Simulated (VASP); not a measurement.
Set up this calculation in VASP 6.6.1, as the native input.

| Property | Result |
| --- | --- |
| Task | single point |
| Functional | PBEsol |
| Potentials or basis | VASP PAW PBE potentials, release 64 (Sn_d, Se) |
| Cutoff | 520 eV |
| k mesh | 6 × 6 × 6 |
| Occupations | fermi-dirac, width 0.05 eV |
| Spin | no spin polarisation |
| Dipole correction | no |
| Further INCAR settings | ALGO = Normal; EDIFF = 1e-06; NBANDS = 32 |

The structure of Sn3Se lies in POSCAR:

```
Sn3Se
1.0
    0.0000000000      3.6826840043      3.6826840043
    3.6826840043      0.0000000000      3.6826840043
    3.6826840043      3.6826840043      0.0000000000
Sn Se
3 1
Direct
    0.5000000000      0.5000000000      0.5000000000
    0.7500000000      0.7500000000      0.7500000000
    0.2500000000      0.2500000000      0.2500000000
    0.0000000000      0.0000000000      0.0000000000
```

This cell differs from its parent crystal: volume scaled by 0.96.

The input as run:

INCAR

```
SYSTEM = Sn3Se
ALGO     = Normal         ! electronic algorithm
EDIFF    = 1E-6           ! SCF threshold, eV
ENCUT    = 520            ! plane-wave cutoff, eV
GGA      = PS             ! functional
ISIF     = 2              ! what is computed and relaxed
ISMEAR   = -1             ! smearing method
LASPH    = .True.         ! aspherical terms in the spheres
LCHARG   = .False.        ! write CHGCAR
LREAL    = .False.        ! projectors in reciprocal space
LWAVE    = .False.        ! write WAVECAR
NBANDS   = 32             ! bands
NELM     = 80             ! most SCF steps
PREC     = Accurate       ! precision mode
SIGMA    = 0.05           ! smearing width, eV
```

KPOINTS

```
k-points
0
Gamma
  6 6 6
  0 0 0
```

Potentials or basis: VASP PAW PBE potentials, release 64 (Sn_d, Se).

Launch:

```bash
$ cat potpaw_PBE.64/Sn_d/POTCAR potpaw_PBE.64/Se/POTCAR > POTCAR
$ mpirun -np 1 vasp_std > vasp.out
```

Results of the run:

The pressure is -1.2 GPa and the band gap on the k mesh is zero (band 24 reaches 8.21 eV, above the bottom of band 25 at 6.12 eV).

Caveat: the PAW data sets were made with another functional, which shifts forces and pressure a little; spin-orbit coupling is left out, which moves the levels of the heavy elements.

Run time: 34 s on 1 thread of Intel Xeon 6975P-C, on a shared host, peak memory 0.25 GiB.
